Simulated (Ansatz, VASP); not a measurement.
Two plane-wave programs on PbS

POSCAR

```
PbS
1.0
    0.0000000000      2.9872327164      2.9872327164
    2.9872327164      0.0000000000      2.9872327164
    2.9872327164      2.9872327164      0.0000000000
Pb S
1 1
Direct
    0.0000000000      0.0000000000      0.0000000000
    0.5000000000      0.5000000000      0.5000000000
```

INCAR.step1

```
PREC = Accurate ; ENCUT = 520
EDIFF = 1E-5 ; ISMEAR = 0
SIGMA = 0.01 ; LREAL = F
LASPH = T ; NELM = 60
ALGO = Normal ; ISIF = 2
LWAVE = T ; LCHARG = F
GGA = PE ; NBANDS = 17
```

Contents of INCAR.step2:

```
PREC = Accurate ; ENCUT = 520
EDIFF = 1E-7 ; ISMEAR = 0
SIGMA = 0.01 ; LREAL = F
LASPH = T ; NELM = 60
ALGO = Normal ; ISIF = 2
LWAVE = F ; LCHARG = F
GGA = PE ; LHFCALC = T
AEXX = 0.15 ; HFSCREEN = 0.2078
PRECFOCK = Normal ; ISTART = 1
NBANDS = 17
```

The input KPOINTS:

```
regular mesh
0
Gamma
  4 4 4
```

Input for Ansatz:

```yaml
crystal:
  lattice:
    - [0.0, 2.9872327164, 2.9872327164]
    - [2.9872327164, 0.0, 2.9872327164]
    - [2.9872327164, 2.9872327164, 0.0]
  atoms:
    - { symbol: Pb, position: [0.0, 0.0, 0.0] }
    - { symbol: S, position: [0.5, 0.5, 0.5] }
kpoints:
  mp_grid: { grid: [4, 4, 4] }
hamiltonian:
  xc:
    exchange: pbe
    correlation: pbe
    exx: { coeff: 0.15, omega: 0.2078 }
scf:
  occupations: { method: fixed }
  n_extra_bands: 4
output:
  forces: true
  stress: true
  eigenvalues: true
```

Alike in both runs: task single point; functional PBE-based screened hybrid; k mesh 4 × 4 × 4; no spin polarisation.

```csv
,VASP,Ansatz
version,VASP 6.6.1,Ansatz 0.2.0
potentials or method,"VASP PAW PBE potentials, release 64 (Pb_d, S)",plane waves
plane-wave cutoff (eV),520,420
occupations,"gaussian, width 0.01 eV",fixed
valence electrons in the cell,20,20
```

Ansatz gave:

| Item | Value |
| --- | --- |
| gap on the k mesh at the Fermi level (eV) | 0.70 |
| pressure (GPa) | 0.4 |

What did VASP give for the same quantities?

gap on the k mesh at the Fermi level (eV): 0.70; pressure (GPa): 0.3.

VASP's potentials were made for PBE, not for PBE-based screened hybrid. Ansatz's warnings: stress exchange threshold loose, stress scf threshold loose.

The k mesh is coarse, so the values compare programs but aren't converged. Spin-orbit coupling is off throughout.
